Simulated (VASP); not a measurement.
# CdSe (F-43m) in VASP: further runs, part 2 of 2

VASP 6.6.1. Earlier steps stand in the parts before.

**5. Single point, r2SCAN**

This run uses another cell than the first one, of 28.84 Å³/atom.

POSCAR

```
CdSe
1.0
    0.0000000000      3.0667839638      3.0667839638
    3.0667839638      0.0000000000      3.0667839638
    3.0667839638      3.0667839638      0.0000000000
Cd Se
1 1
Direct
    0.0000000000      0.0000000000      0.0000000000
    0.7500000000      0.7500000000      0.7500000000
```

INCAR.step1

```
SYSTEM = CdSe
PREC = Accurate
ENCUT = 520
ISMEAR = -1
SIGMA = 0.08
LREAL = .False.
LASPH = .True.
NELM = 80
NBANDS = 16
GGA = PE
ALGO = Normal
EDIFF = 1E-4
LWAVE = .True.
LCHARG = .False.
```

INCAR.step2

```
SYSTEM = CdSe
PREC = Accurate
ENCUT = 520
EDIFF = 1E-7
ISMEAR = -1
SIGMA = 0.08
LREAL = .False.
LASPH = .True.
NELM = 80
ALGO = Normal
ISIF = 2
LWAVE = .False.
LCHARG = .False.
METAGGA = R2SCAN
LMIXTAU = .True.
NBANDS = 16
ISTART = 1
```

KPOINTS

```
regular mesh
0
Gamma
  14 14 14
  0 0 0
```

Potentials or basis: VASP PAW PBE potentials, release 64 (Cd, Se).

Launch:

```sh
$ cat potpaw_PBE.64/Cd/POTCAR potpaw_PBE.64/Se/POTCAR > POTCAR
$ cp INCAR.step1 INCAR
$ mpirun -np 1 vasp_std > vasp.out
$ cp INCAR.step2 INCAR
$ mpirun -np 1 vasp_std > vasp.out
```

OUTCAR:

```text
SYSTEM = CdSe
   PREC = Accurate
   ENCUT = 520
   EDIFF = 1E-7
   ISMEAR = -1
   LREAL = .False.
   LASPH = .True.
   NELM = 80
   ISIF = 2
   METAGGA = R2SCAN
   ISTART = 1

 ion  position               nearest neighbor table
   1  0.000  0.000  0.000-   2 2.66   2 2.66   2 2.66   2 2.66
   2  0.750  0.750  0.750-   1 2.66   1 2.66   1 2.66   1 2.66

  LATTYP: Found a face centered cubic cell.
 ALAT       =     6.1335679276

  Lattice vectors:

 A1 = (   0.0000000000,   3.0667839638,   3.0667839638)
 A2 = (   3.0667839638,   0.0000000000,   3.0667839638)
 A3 = (   3.0667839638,   3.0667839638,   0.0000000000)

Analysis of symmetry for initial positions (statically):
=====================================================================
 Subroutine PRICEL returns:
 Original cell was already a primitive cell.

 Routine SETGRP: Setting up the symmetry group for a
 face centered cubic supercell.

 Subroutine GETGRP returns: Found 24 space group operations
 (whereof 24 operations were pure point group operations)
 out of a pool of 48 trial point group operations.

The static configuration has the point symmetry T_d .

Analysis of symmetry for dynamics (positions and initial velocities):
=====================================================================
 Subroutine PRICEL returns:
 Original cell was already a primitive cell.

 Routine SETGRP: Setting up the symmetry group for a
 face centered cubic supercell.

 Subroutine GETGRP returns: Found 24 space group operations
 (whereof 24 operations were pure point group operations)
 out of a pool of 48 trial point group operations.

The dynamic configuration has the point symmetry T_d .

 Subroutine INISYM returns: Found 24 space group operations
 (whereof 24 operations are pure point group operations),
[... 110 lines left out ...]
   EFERMI =   0.00;   METHOD = LEGACY
   ISMEAR =    -1;   SIGMA  =   0.08  broadening in eV -4-tet -1-fermi 0-gaus
   EFERMI_NEDOS =   21; number of points for ismear=-14 and -15
   IALGO  =     38    algorithm
   IMIX   =      4    mixing-type and parameters
     AMIX     =   0.40;   BMIX     =  1.00
     AMIX_MAG =   1.60;   BMIX_MAG =  1.00
  volume/ion in A,a.u.               =      28.84       194.65
  Fermi-wavevector in a.u.,A,eV,Ry     =   1.110382  2.098318 16.775284  1.232949
  Thomas-Fermi vector in A             =   2.246933
   LORBIT       =      0    0 simple, 1 ext, 2 COOP (PROOUT), +10 PAW based schemes
   METAGGA = R2SCAN    functional components
   LHFCALC =     F    Hartree Fock is set to
   AEXX    =    0.0000 exact exchange contribution
   IVDW    =     0    specifies the selected vdW correction
   LEPSILON=     F    determine dielectric tensor
   LRPA    =     F    only Hartree local field effects (RPA)
 non-spin polarized calculation
  energy-cutoff  :      520.00
  volume of cell :       57.69
 maximum number of plane-waves:      1588
   NGX = 17   NGY = 17   NGZ = 17

 number of electron      18.0000008 magnetization

 Free energy of the ion-electron system (eV)
  ---------------------------------------------------
  ext. energy  EPLUGINS =         0.00000000
  ---------------------------------------------------
  free energy    TOTEN  =       -35.91618101 eV

  energy without entropy =      -35.91617160  energy(sigma->0) =      -35.91617630

 E-fermi :   1.1023     XC(G=0):  -9.3079

 val. band max:        0.4451514374   @ k =   0.0000   0.0000   0.0000
 cond. band min:       1.4749527191   @ k =   0.0000   0.0000   0.0000
 fundamental gap:      1.0298012818
 Fermi energy:         1.1023021567

 k-point     1 :       0.0000    0.0000    0.0000
  band No.  band energies     occupation
      1     -12.4318      2.00000
      2      -7.6398      2.00000
      3      -7.6398      2.00000
      4      -7.6398      2.00000
      5      -7.2660      2.00000
      6      -7.2660      2.00000
[... 433 lines left out ...]
      3      -7.5497      2.00000
      4      -7.4271      2.00000
      5      -7.2709      2.00000
      6      -7.2456      2.00000
[... 8 lines left out ...]
     15      12.1458      0.00000
     16      12.5108      0.00000

 [... further k-points ...]

------------------------ aborting loop because EDIFF is reached ----------------------------------------

  FORCE on cell =-STRESS in cart. coord.  units (eV):
  Direction    XX          YY          ZZ          XY          YZ          ZX
  --------------------------------------------------------------------------------------
  -------------------------------------------------------------------------------------
  Total        0.0864334      0.0864334      0.0864334      0.0000000      0.0000000      0.0000000
  in kB        2.4005590      2.4005590      2.4005590      0.0000000      0.0000000      0.0000000
  external PRESSURE =       2.4005590 kB  Pullay stress =       0.0000000 kB

 VOLUME and BASIS-vectors are now :
 -----------------------------------------------------------------------------
  energy-cutoff  :      520.00
  volume of cell :       57.69
      direct lattice vectors                 reciprocal lattice vectors
     0.000000000  3.066783964  3.066783964    -0.163037242  0.163037242  0.163037242
     3.066783964  0.000000000  3.066783964     0.163037242 -0.163037242  0.163037242
     3.066783964  3.066783964  0.000000000     0.163037242  0.163037242 -0.163037242

 POSITION                                       TOTAL-FORCE (eV/Angst)
 -----------------------------------------------------------------------------------
      0.00000      0.00000      0.00000        -0.000000     -0.000000     -0.000000
      4.60018      4.60018      4.60018         0.000000      0.000000      0.000000
 -----------------------------------------------------------------------------------
    total drift:                                0.000003      0.000003      0.000003

  FREE ENERGIE OF THE ION-ELECTRON SYSTEM (eV)
  ---------------------------------------------------
  free  energy   TOTEN  =       -35.9161810057 eV

  energy  without entropy=      -35.9161715986  energy(sigma->0) =      -35.91617630
```

OSZICAR.step1:

```text
N       E                     dE             d eps       ncg     rms          rms(c)
DAV:   1     0.105950181255E+03    0.10595E+03   -0.89302E+03  3384   0.101E+03
DAV:   2    -0.183634268255E+01   -0.10779E+03   -0.10205E+03  3976   0.246E+02
DAV:   3    -0.585048965138E+01   -0.40141E+01   -0.40071E+01  4040   0.494E+01
DAV:   4    -0.586736043501E+01   -0.16871E-01   -0.16870E-01  4152   0.320E+00
DAV:   5    -0.586746929234E+01   -0.10886E-03   -0.10886E-03  4120   0.224E-01    0.590E+00
DAV:   6    -0.550931013477E+01    0.35816E+00   -0.54526E-01  5008   0.869E+00    0.471E+00
DAV:   7    -0.548801853718E+01    0.21292E-01   -0.14084E-01  3896   0.249E+00    0.204E+00
DAV:   8    -0.548892802375E+01   -0.90949E-03   -0.12994E-02  3872   0.137E+00    0.247E-01
DAV:   9    -0.548912041657E+01   -0.19239E-03   -0.13809E-03  4024   0.472E-01    0.462E-02
DAV:  10    -0.548918741474E+01   -0.66998E-04   -0.14806E-04  3576   0.153E-01
   1 F= -.54891874E+01 E0= -.54891342E+01  d E =-.106348E-03
```

Wall time 3.1 min (1 thread of Intel Xeon Platinum 8488C (Sapphire Rapids), shared host); peak memory 0.25 GiB.

Results:

```yaml
Free_energy: -35.9162 eV
Pressure: 0.2 GPa
Band_gap_on_the_k_mesh: 1.03 eV
```

Caveat: the PAW data sets were made with another functional, which shifts forces and pressure a little. A k mesh can miss the band edges.

**6. Summary**

| cell | k mesh | smearing | gap on the mesh (eV) | pressure (GPa) |
| --- | --- | --- | --- | --- |
| a = 4.242 Å, angles 60.0°, 2 atoms | 8 × 8 × 8 | gaussian 0.01 eV | 1.18 | 4.3 |
| a = 4.286 Å, angles 60.0°, 2 atoms | 8 × 8 × 8 | gaussian 0.01 eV | 1.11 | 2.3 |
| a = 4.311 Å, angles 60.0°, 2 atoms | 8 × 8 × 8 | gaussian 0.01 eV | 1.07 | 1.2 |
| a = 4.337 Å, angles 60.0°, 2 atoms | 14 × 14 × 14 | fermi-dirac 0.08 eV | 1.03 | 0.2 |

Alike in all rows: task single point; level r2SCAN; potentials or basis VASP PAW PBE potentials, release 64 (Cd, Se); no spin polarisation; cutoff (eV) 520.

Caveats: the PAW data sets were made with another functional, which shifts forces and pressure a little; the cell stands under pressure (at least some runs).

Absolute energies hang on the potentials; compare differences alone.
